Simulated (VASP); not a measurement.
A run of VASP 6.6.1 is set up as follows.

INCAR

```
SYSTEM = O
  ALGO = Normal
  EDIFF = 1E-7
  ENCUT = 520
  GGA = PS
  ISIF = 2
  ISMEAR = -1
  LASPH = .TRUE.
  LCHARG = .TRUE.
  LELF = .TRUE.
  LREAL = .FALSE.
  LVHAR = .TRUE.
  LWAVE = .FALSE.
  NBANDS = 9
  NELM = 80
  PREC = Accurate
  SIGMA = 0.13605693000000002
```

Contents of KPOINTS:

```
k-points
0
G
  17 17 17
  0 0 0
```

Contents of POSCAR:

```
O
1.0
    1.9630723715      0.0000000000      0.0000000000
    0.0000000000      1.9630723715      0.0000000000
    0.0000000000      0.0000000000      1.9630723715
O
1
Direct
    0.0000000000      0.0000000000      0.0000000000
```

Potentials or basis: VASP PAW PBE potentials, release 64 (O).

Command:

```console
$ cat potpaw_PBE.64/O/POTCAR > POTCAR
$ mpirun -np 1 vasp_std > vasp.out
```

Predict the band gap on the k mesh.

zero (band 3 reaches 5.41 eV, above the bottom of band 4 at -0.56 eV).

Predict the pressure.

0.0 GPa.

Caveat: the PAW data sets were made with another functional, which shifts forces and pressure a little.
